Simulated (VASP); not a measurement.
# Ge in VASP: relaxation of the atoms with PBE

Aim: the relaxation of the atoms of Ge with PBE.

All numbers are computed with VASP 6.6.1; they aren't measurements. Logs are shortened: lines on timing, memory, paths and dates and some standing lists are left out, and cuts for length are marked.

## 1. The cell of the first run

The cell holds a slab with vacuum, 4 atoms: a = 4.074 Å, b = 4.074 Å, c = 20.158 Å, α = 90.00°, β = 90.00°, γ = 120.00°.

## 2. Relaxation of the atoms, PBE

The input, INCAR:

```
SYSTEM = Ge
PREC     = Accurate       ! precision mode
ENCUT    = 520            ! plane-wave cutoff, eV
EDIFF    = 1E-7           ! SCF threshold, eV
ISMEAR   = -1             ! smearing method
SIGMA    = 0.02           ! smearing width, eV
LREAL    = .False.        ! projectors in reciprocal space
LASPH    = .True.         ! aspherical terms in the spheres
NELM     = 100            ! most SCF steps
ALGO     = Normal         ! electronic algorithm
ISIF     = 2              ! what is computed and relaxed
LWAVE    = .False.        ! write WAVECAR
LCHARG   = .False.        ! write CHGCAR
LDIPOL   = .True.       
IDIPOL   = 3            
DIPOL    = 0.5 0.5 0.500
GGA      = PE             ! functional
IBRION   = 2              ! ionic algorithm
NSW      = 60             ! ionic steps
EDIFFG   = -0.01          ! ionic threshold
```

The input, KPOINTS:

```
regular mesh
0
Gamma
  9 9 1
  0 0 0
```

The input, POSCAR:

```
Ge
1.0
    4.0736070246      0.0000000000      0.0000000000
   -2.0368035123      3.5278471684      0.0000000000
    0.0000000000      0.0000000000     20.1576000000
Ge
4
Direct
    0.1666666665      0.3333333335      0.3968724510
    0.5000000005      0.9999999995      0.4381234709
    0.5000000005      0.9999999995      0.5618765296
    0.8333333335      0.6666666665      0.6031275490
```

Potentials or basis: VASP PAW PBE potentials, release 64 (Ge_d).

Launch:

```bash
$ cat potpaw_PBE.64/Ge_d/POTCAR > POTCAR
$ mpirun -np 1 vasp_std > vasp.out
```

OUTCAR:

```text
SYSTEM = Ge
   PREC = Accurate
   ENCUT = 520
   EDIFF = 1E-7
   ISMEAR = -1
   LREAL = .False.
   LASPH = .True.
   NELM = 100
   ISIF = 2
   GGA = PE
   IBRION = 2
   NSW = 60
   EDIFFG = -0.01

 ion  position               nearest neighbor table
   1  0.167  0.333  0.397-   2 2.49   2 2.49   2 2.49
   2  0.500  1.000  0.438-   1 2.49   1 2.49   3 2.49   1 2.49
   3  0.500  1.000  0.562-   4 2.49   4 2.49   4 2.49   2 2.49
   4  0.833  0.667  0.603-   3 2.49   3 2.49   3 2.49

  LATTYP: Found a hexagonal cell.
 ALAT       =     4.0736070246
 C/A-ratio  =     4.9483418205

  Lattice vectors:

 A1 = (   4.0736070246,   0.0000000000,   0.0000000000)
 A2 = (  -2.0368035123,   3.5278471684,   0.0000000000)
 A3 = (   0.0000000000,   0.0000000000,  20.1576000000)

Analysis of symmetry for initial positions (statically):
=====================================================================
 Subroutine PRICEL returns:
 Original cell was already a primitive cell.

 Routine SETGRP: Setting up the symmetry group for a
 hexagonal supercell.

 Subroutine GETGRP returns: Found 12 space group operations
 (whereof  4 operations were pure point group operations)
 out of a pool of 24 trial point group operations.

The static configuration has the point symmetry C_2h.
 The point group associated with its full space group is D_3d.

Analysis of symmetry for dynamics (positions and initial velocities):
=====================================================================
 Subroutine PRICEL returns:
 Original cell was already a primitive cell.

 Routine SETGRP: Setting up the symmetry group for a
 hexagonal supercell.

 Subroutine GETGRP returns: Found 12 space group operations
 (whereof  4 operations were pure point group operations)
 out of a pool of 24 trial point group operations.

The dynamic configuration has the point symmetry C_2h.
 The point group associated with its full space group is D_3d.

 Subroutine INISYM returns: Found 12 space group operations
 (whereof  4 operations are pure point group operations),
 and found     1 'primitive' translations

[... 106 lines left out ...]
  volume/ion in A,a.u.               =      72.42       488.72
  Fermi-wavevector in a.u.,A,eV,Ry     =   0.946589  1.788794 12.191247  0.896031
  Thomas-Fermi vector in A             =   2.074602
   LORBIT       =      0    0 simple, 1 ext, 2 COOP (PROOUT), +10 PAW based schemes
   GGA     = PE    functional components
   LHFCALC =     F    Hartree Fock is set to
   AEXX    =    0.0000 exact exchange contribution
   IVDW    =     0    specifies the selected vdW correction
   LEPSILON=     F    determine dielectric tensor
   LRPA    =     F    only Hartree local field effects (RPA)
 conjugate gradient relaxation of ions
 non-spin polarized calculation
  energy-cutoff  :      520.00
  volume of cell :      289.69
 maximum number of plane-waves:      7833
   NGX = 15   NGY = 15   NGZ = 75

--------------------------------------- Ionic step        1  -------------------------------------------

 number of electron      55.9999956 magnetization

 Free energy of the ion-electron system (eV)
  ---------------------------------------------------
  ext. energy  EPLUGINS =         0.00000000
  ---------------------------------------------------
  free energy    TOTEN  =       -16.53003183 eV

  energy without entropy =      -16.52992516  energy(sigma->0) =      -16.52997850

------------------------ aborting loop because EDIFF is reached ----------------------------------------

  FORCE on cell =-STRESS in cart. coord.  units (eV):
  Direction    XX          YY          ZZ          XY          YZ          ZX
  --------------------------------------------------------------------------------------
  -------------------------------------------------------------------------------------
  Total       -0.7234990     -0.7234990      1.1520487     -0.0000000     -0.0000000     -0.0000000
  in kB       -4.0014813     -4.0014813      6.3716762     -0.0000000     -0.0000000     -0.0000000
  external PRESSURE =      -0.5437622 kB  Pullay stress =       0.0000000 kB
[... 95 lines left out ...]
  FREE ENERGIE OF THE ION-ELECTRON SYSTEM (eV)
  ---------------------------------------------------
  free  energy   TOTEN  =       -16.5838031854 eV

  energy  without entropy=      -16.5823720007  energy(sigma->0) =      -16.58308759

[... ionic steps 4 to 7 ...]

--------------------------------------- Ionic step        8  -------------------------------------------

 number of electron      55.9999955 magnetization

------------------------ aborting loop because EDIFF is reached ----------------------------------------
[... 71 lines left out ...]
--------------------------------------- Ionic step       10  -------------------------------------------

 number of electron      55.9999939 magnetization

 dipolmoment           0.000000      0.000000     -0.000000 electrons x Angstroem

 Free energy of the ion-electron system (eV)
  ---------------------------------------------------
  ext. energy  EPLUGINS =         0.00000000
  ---------------------------------------------------
  free energy    TOTEN  =       -16.58791145 eV

  energy without entropy =      -16.58618822  energy(sigma->0) =      -16.58704984

 E-fermi :  -1.7621     XC(G=0):  -3.9138

 val. band max:       -1.7668906080   @ k =   0.3333   0.3333   0.0000
 cond. band min:      -1.4514635044   @ k =   0.3333   0.2222   0.0000
 fundamental gap:      0.3154271036
 Fermi energy:        -1.7620779666

 k-point     1 :       0.0000    0.0000    0.0000
  band No.  band energies     occupation
      1     -26.1355      2.00000
      2     -26.1264      2.00000
      3     -26.1264      2.00000
      4     -26.1122      2.00000
      5     -26.1122      2.00000
      6     -26.0725      2.00000
[... 421 lines left out ...]
     32       2.6599      0.00000
     33       4.3818      0.00000

------------------------ aborting loop because EDIFF is reached ----------------------------------------

 vacuum level on the upper side and lower side of the slab       (xc-potential included)        -0.111        -0.111

  FORCE on cell =-STRESS in cart. coord.  units (eV):
  Direction    XX          YY          ZZ          XY          YZ          ZX
  --------------------------------------------------------------------------------------
  -------------------------------------------------------------------------------------
  Total       -0.3808318     -0.3808318     -0.0250654      0.0000000     -0.0000000     -0.0000000
  in kB       -2.1062796     -2.1062796     -0.1386300      0.0000000     -0.0000000     -0.0000000
  external PRESSURE =      -1.4503964 kB  Pullay stress =       0.0000000 kB
[... 19 lines left out ...]
  FREE ENERGIE OF THE ION-ELECTRON SYSTEM (eV)
  ---------------------------------------------------
  free  energy   TOTEN  =       -16.5879114521 eV

  energy  without entropy=      -16.5861882240  energy(sigma->0) =      -16.58704984

 reached required accuracy - stopping structural energy minimisation

 vacuum level on the upper side and lower side of the slab         2.766         2.766
```

OSZICAR:

```text
N       E                     dE             d eps       ncg     rms          rms(c)
DAV:   1     0.450793149854E+03    0.45079E+03   -0.30356E+04   931   0.279E+03
DAV:   2     0.485357780653E+02   -0.40226E+03   -0.39906E+03   960   0.622E+02
DAV:   3    -0.141163162639E+02   -0.62652E+02   -0.62327E+02  1157   0.186E+02
[... 136 lines left out ...]
DAV:   3    -0.165879083320E+02   -0.75346E-05   -0.93607E-05   942   0.246E-01    0.478E-03
DAV:   4    -0.165879096124E+02   -0.12804E-05   -0.13378E-05   930   0.131E-01    0.291E-03
DAV:   5    -0.165879110923E+02   -0.14799E-05   -0.11496E-05  1267   0.639E-02    0.134E-03
DAV:   6    -0.165879114166E+02   -0.32435E-06   -0.24611E-06  1044   0.195E-02    0.796E-04
DAV:   7    -0.165879114521E+02   -0.35412E-07   -0.14036E-07   521   0.146E-02
  10 F= -.16587911E+02 E0= -.16587050E+02  d E =-.747470E-04
```

CONTCAR:

```text
Ge
   1.00000000000000
     4.0736070246000002    0.0000000000000000    0.0000000000000000
    -2.0368035123000001    3.5278471684000001    0.0000000000000000
     0.0000000000000000    0.0000000000000000   20.1575999999999986
  Ge
     4
Direct
     0.1666666664999994    0.3333333335000006    0.3960374039547997
     0.5000000005000018    0.9999999994999982    0.4336230217865386
     0.5000000005000018    0.9999999994999982    0.5663769787134632
     0.8333333335000006    0.6666666664999994    0.6039625960452004

  0.00000000E+00  0.00000000E+00  0.00000000E+00
  0.00000000E+00  0.00000000E+00  0.00000000E+00
  0.00000000E+00  0.00000000E+00  0.00000000E+00
  0.00000000E+00  0.00000000E+00  0.00000000E+00
```

Wall time 20 min (1 thread of AMD EPYC 9755, shared host); peak memory 0.38 GiB.

What came out:

```yaml
Free_energy: -16.5879 eV
Energy_gained_by_relaxing: 14.5 meV/atom
Ionic_steps: 10
Largest_force_after_relaxing: 0.004 eV/Å
Band_gap_on_the_k_mesh: zero (filled and empty bands touch)
```

Forces on the atoms (eV/Å):
```
Ge   0.000  0.000  0.002
Ge   0.000  0.000 -0.004
Ge   0.000  0.000  0.004
Ge   0.000  0.000 -0.002
```

The path:
| step | energy change (eV) | largest force (eV/Å) | pressure (GPa) |
| --- | --- | --- | --- |
| 1 | 0.0000 | 0.7833 | -0.05 |
| 2 | -0.0423 | 0.3224 | -0.05 |
| 3 | -0.0538 | 0.1283 | 0.00 |
| 4 | -0.0541 | 0.0996 | -0.01 |
| 5 | -0.0541 | 0.1067 | 0.00 |
| 6 | -0.0553 | 0.0846 | -0.03 |
| 7 | -0.0574 | 0.0257 | -0.10 |
| 8 | -0.0561 | 0.0792 | -0.25 |
| 9 | -0.0578 | 0.0218 | -0.15 |
| 10 | -0.0579 | 0.0039 | -0.15 |

Final structure:
```yaml
crystal:
  lattice:
    - [4.07361, 0.00000, 0.00000]
    - [-2.03680, 3.52785, 0.00000]
    - [0.00000, 0.00000, 20.15760]
  atoms:
    - { symbol: Ge, position: [0.16667, 0.33333, 0.39604] }
    - { symbol: Ge, position: [0.50000, 0.00000, 0.43362] }
    - { symbol: Ge, position: [0.50000, 0.00000, 0.56638] }
    - { symbol: Ge, position: [0.83333, 0.66667, 0.60396] }
```
